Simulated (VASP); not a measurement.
# ZrC (rock salt type) (R3m) in VASP: notebook, part 2 of 2

VASP 6.6.1.

## (3) Single point, HSE06

POSCAR reads:

```
ZrC
1.0
    0.0000000000      2.3550000000      2.3550000000
    2.3550000000      0.0000000000      2.3550000000
    2.3550000000      2.3550000000      0.0000000000
Zr C
1 1
Direct
    0.0073547805      0.0073547805      0.0073547805
    0.5000000000      0.5000000000      0.5000000000
```

INCAR.step1 reads:

```
SYSTEM = ZrC
PREC     = Accurate       ! precision mode
ENCUT    = 520            ! plane-wave cutoff, eV
EDIFF    = 1E-5           ! SCF threshold, eV
ISMEAR   = -1             ! smearing method
SIGMA    = 0.1            ! smearing width, eV
LREAL    = .False.        ! projectors in reciprocal space
LASPH    = .True.         ! aspherical terms in the spheres
NELM     = 100            ! most SCF steps
ALGO     = Normal         ! electronic algorithm
ISIF     = 2              ! what is computed and relaxed
LWAVE    = .True.         ! write WAVECAR
NBANDS   = 15             ! bands
GGA      = PE             ! functional
```

INCAR.step2 reads:

```
SYSTEM = ZrC
PREC     = Accurate       ! precision mode
ENCUT    = 520            ! plane-wave cutoff, eV
EDIFF    = 1E-7           ! SCF threshold, eV
ISMEAR   = -1             ! smearing method
SIGMA    = 0.1            ! smearing width, eV
LREAL    = .False.        ! projectors in reciprocal space
LASPH    = .True.         ! aspherical terms in the spheres
NELM     = 100            ! most SCF steps
ALGO     = Normal         ! electronic algorithm
ISIF     = 2              ! what is computed and relaxed
LWAVE    = .False.        ! write WAVECAR
LCHARG   = .True.         ! write CHGCAR
GGA      = PE             ! functional
LHFCALC  = .True.         ! exact exchange
HFSCREEN = 0.2079         ! screening, 1/A
PRECFOCK = Normal       
LELF     = .True.         ! ELF
LVHAR    = .True.       
NBANDS   = 15             ! bands
ISTART   = 1
```

KPOINTS reads:

```
Automatic mesh
0
Gamma
  4 4 4
  0 0 0
```

Potentials or basis: VASP PAW PBE potentials, release 64 (Zr_sv, C).

Command:

```
cat potpaw_PBE.64/Zr_sv/POTCAR potpaw_PBE.64/C/POTCAR > POTCAR
cp INCAR.step1 INCAR
mpirun -np 1 vasp_std > vasp.out
cp INCAR.step2 INCAR
mpirun -np 1 vasp_std > vasp.out
```

OUTCAR:

```text
SYSTEM = ZrC
   PREC = Accurate
   ENCUT = 520
   EDIFF = 1E-7
   ISMEAR = -1
   LREAL = .False.
   LASPH = .True.
   NELM = 100
   ISIF = 2
   GGA = PE
   LHFCALC = .True.
   HFSCREEN = 0.2079
   PRECFOCK = Normal
   ISTART = 1

 ion  position               nearest neighbor table
   1  0.007  0.007  0.007-   2 2.32   2 2.32   2 2.32   2 2.39   2 2.39   2 2.39
   2  0.500  0.500  0.500-   1 2.32   1 2.32   1 2.32   1 2.39   1 2.39   1 2.39

  LATTYP: Found a face centered cubic cell.
 ALAT       =     4.7100000000

  Lattice vectors:

 A1 = (   0.0000000000,   2.3550000000,   2.3550000000)
 A2 = (   2.3550000000,   0.0000000000,   2.3550000000)
 A3 = (   2.3550000000,   2.3550000000,   0.0000000000)

Analysis of symmetry for initial positions (statically):
=====================================================================
 Subroutine PRICEL returns:
 Original cell was already a primitive cell.

 Routine SETGRP: Setting up the symmetry group for a
 face centered cubic supercell.

 Subroutine GETGRP returns: Found  6 space group operations
 (whereof  6 operations were pure point group operations)
 out of a pool of 48 trial point group operations.

The static configuration has the point symmetry C_3v.

Analysis of symmetry for dynamics (positions and initial velocities):
=====================================================================
 Subroutine PRICEL returns:
 Original cell was already a primitive cell.

 Routine SETGRP: Setting up the symmetry group for a
 face centered cubic supercell.

 Subroutine GETGRP returns: Found  6 space group operations
 (whereof  6 operations were pure point group operations)
 out of a pool of 48 trial point group operations.

The dynamic configuration has the point symmetry C_3v.

 Subroutine INISYM returns: Found  6 space group operations
 (whereof  6 operations are pure point group operations),
 and found     1 'primitive' translations

----------------------------------------------------------------------------------------

                                     Primitive cell

  volume of cell :      26.1218

  direct lattice vectors                    reciprocal lattice vectors
     0.000000000  2.355000000  2.355000000    -0.212314225  0.212314225  0.212314225
     2.355000000  0.000000000  2.355000000     0.212314225 -0.212314225  0.212314225
     2.355000000  2.355000000  0.000000000     0.212314225  0.212314225 -0.212314225

  length of vectors
     3.330472939  3.330472939  3.330472939     0.367739025  0.367739025  0.367739025

  position of ions in fractional coordinates (direct lattice)
     0.007354781  0.007354781  0.007354781
     0.500000000  0.500000000  0.500000000

  ion indices of the primitive-cell ions
   primitive index   ion index
                 1           1
                 2           2

----------------------------------------------------------------------------------------

 KPOINTS: Automatic mesh

Automatic generation of k-mesh.
 Grid dimensions read from file:
 generate k-points for:    4    4    4

 Generating k-lattice:

  Cartesian coordinates                     Fractional coordinates (reciprocal lattice)
[... 36 lines left out ...]
   NGX,Y,Z   is equivalent  to a cutoff of  13.98, 13.98, 13.98 a.u.
   NGXF,Y,Z  is equivalent  to a cutoff of  27.95, 27.95, 27.95 a.u.
 SYSTEM =  ZrC
   PREC   = accura    normal or accurate (medium, high low for compatibility)
   ISTART =      1    job   : 0-new  1-cont  2-samecut
   ICHARG =      0    charge: 1-file 2-atom 10-const
   ISPIN  =      1    spin polarized calculation?
   LNONCOLLINEAR =      F non collinear calculations
   LSORBIT =      F    spin-orbit coupling
   LASPH  =      T    aspherical Exc in radial PAW
   ENCUT  =  520.0 eV  38.22 Ry    6.18 a.u.   6.19  6.19  6.19*2*pi/ulx,y,z
   NELM   =    100;   NELMIN=  2; NELMDL=  0     # of ELM steps
   EDIFF  = 0.1E-06   stopping-criterion for ELM
   LREAL  =      F    real-space projection
   EDIFFG = 0.1E-05   stopping-criterion for IOM
   NSW    =      0    number of steps for IOM
   IBRION =     -1    ionic relax: 0-MD 1-quasi-New 2-CG
   NFREE  =      0    steps in history (QN), initial steepest desc. (CG)
   ISIF   =      2    stress and relaxation
   ISYM   =      3    0-nonsym 1-usesym 2-fastsym
   POTIM  = 0.5000    time-step for ionic-motion
   TEBEG  =    0.0;   TEEND  =   0.0 temperature during run
   PSTRESS=    0.0 pullay stress
   NELECT =      16.0000    total number of electrons
   NUPDOWN=      -1.0000    fix difference up-down
   EMIN   =  10.00;   EMAX   =-10.00  energy-range for DOS
   EFERMI =   0.00;   METHOD = LEGACY
   ISMEAR =    -1;   SIGMA  =   0.10  broadening in eV -4-tet -1-fermi 0-gaus
   EFERMI_NEDOS =   21; number of points for ismear=-14 and -15
   IALGO  =     38    algorithm
   IMIX   =      1    mixing-type and parameters
     AMIX     =   0.40;   BMIX     =  1.00
     AMIX_MAG =   1.60;   BMIX_MAG =  1.00
  volume/ion in A,a.u.               =      13.06        88.14
  Fermi-wavevector in a.u.,A,eV,Ry     =   1.390317  2.627319 26.299818  1.932982
  Thomas-Fermi vector in A             =   2.514264
   LORBIT       =      0    0 simple, 1 ext, 2 COOP (PROOUT), +10 PAW based schemes
   GGA     = PE    functional components
   LHFCALC =     T    Hartree Fock is set to
   PRECFOCK=normal    Normal, Fast or Accurate (Low or Medium for compatibility)
   ENCUT4O =  -1.0   cutoff for four orbital integrals eV
   NKREDX  =     1    reduce k-point grid by
   NKREDY  =     1    reduce k-point grid by
   NKREDZ  =     1    reduce k-point grid by
   AEXX    =    0.2500 exact exchange contribution
   HFSCREEN=    0.2079 screening length (either q_TF or 0.3 A-1)
   HFSCREENC=   0.2079 screening length for correlation (either q_TF or 0.3 A-1)
   ENCUTFOCK=  -1.0 apply spherical cutoff to Coloumb kernel
   IVDW    =     0    specifies the selected vdW correction
   LEPSILON=     F    determine dielectric tensor
   LRPA    =     F    only Hartree local field effects (RPA)
 non-spin polarized calculation
  energy-cutoff  :      520.00
  volume of cell :       26.12
 maximum number of plane-waves:       725
 NGX is ok and might be reduce to    28
  NGX = 20; NGY = 20; NGZ = 20

 number of electron      16.0000000 magnetization

 Free energy of the ion-electron system (eV)
  ---------------------------------------------------
  ext. energy  EPLUGINS =         0.00000000
  ---------------------------------------------------
  free energy    TOTEN  =       -22.27625738 eV

  energy without entropy =      -22.25116486  energy(sigma->0) =      -22.26371112

 E-fermi :   9.3133     XC(G=0):  -9.9269

 val. band max:        9.3046373347   @ k =   0.2500   0.2500   0.0000
 cond. band min:       9.4134052336   @ k =   0.5000   0.5000   0.0000
 fundamental gap:      0.1087678989
 Fermi energy:         9.3132844469

 k-point     1 :       0.0000    0.0000    0.0000
  band No.  band energies     occupation
      1     -42.2599      2.00000
      2     -18.5605      2.00000
      3     -18.5605      2.00000
      4     -18.5588      2.00000
      5      -3.5610      2.00000
      6      10.1563      0.00044
      7      10.2537      0.00016
      8      10.2537      0.00016
      9      11.1066      0.00000
     10      11.1066      0.00000
     11      11.3111      0.00000
     12      12.8059      0.00000
     13      12.8059      0.00000
     14      17.5278      0.00000
[... 203 lines left out ...]
      2     -19.1271      2.00000
      3     -19.1239      2.00000
      4     -18.8939      2.00000
      5      -1.4832      2.00000
      6       6.2463      2.00000
      7       6.5343      2.00000
      8       6.5826      2.00000
      9      13.3639      0.00000
     10      13.3716      0.00000
     11      16.0642      0.00000
     12      17.2889      0.00000
     13      17.3754      0.00000
     14      24.0347      0.00000
     15      24.0519      0.00000

------------------------ aborting loop because EDIFF is reached ----------------------------------------

  FORCE on cell =-STRESS in cart. coord.  units (eV):
  Direction    XX          YY          ZZ          XY          YZ          ZX
  --------------------------------------------------------------------------------------
  -------------------------------------------------------------------------------------
  Total       -0.4147531     -0.4147531     -0.4147531     -0.1145676     -0.1145676     -0.1145676
  in kB      -25.4388526    -25.4388526    -25.4388526     -7.0269977     -7.0269977     -7.0269977
  external PRESSURE =     -25.4388526 kB  Pullay stress =       0.0000000 kB

 VOLUME and BASIS-vectors are now :
 -----------------------------------------------------------------------------
  energy-cutoff  :      520.00
  volume of cell :       26.12
      direct lattice vectors                 reciprocal lattice vectors
     0.000000000  2.355000000  2.355000000    -0.212314225  0.212314225  0.212314225
     2.355000000  0.000000000  2.355000000     0.212314225 -0.212314225  0.212314225
     2.355000000  2.355000000  0.000000000     0.212314225  0.212314225 -0.212314225

 POSITION                                       TOTAL-FORCE (eV/Angst)
 -----------------------------------------------------------------------------------
      0.03464      0.03464      0.03464        -0.081908     -0.081908     -0.081908
      2.35500      2.35500      2.35500         0.081908      0.081908      0.081908
 -----------------------------------------------------------------------------------
    total drift:                               -0.000063     -0.000064     -0.000062

  FREE ENERGIE OF THE ION-ELECTRON SYSTEM (eV)
  ---------------------------------------------------
  free  energy   TOTEN  =       -22.2762573822 eV

  energy  without entropy=      -22.2511648577  energy(sigma->0) =      -22.26371112
```

Run time: 13 min. Hardware: 1 thread of Intel Xeon 8259CL, shared host; peak memory 0.26 GiB.

Results:

```
Free energy            : -22.2763 eV
Pressure               : -2.5 GPa
Largest force          : 0.142 eV/Å
Band gap on the k mesh : zero (bands 8 and 9 overlap by 0.95 eV)
```

Forces in eV/Å, atoms in the order of the input:
```
Zr  -0.082 -0.082 -0.082
C    0.082  0.082  0.082
```

Caveat: the k points lie up to 0.58 Å⁻¹ apart, too coarse for converged energies and pressures of a metal; the PAW data sets were made with another functional, which shifts forces and pressure a little.

The gap in the log of VASP goes by the Fermi energy; the results here count the filled bands.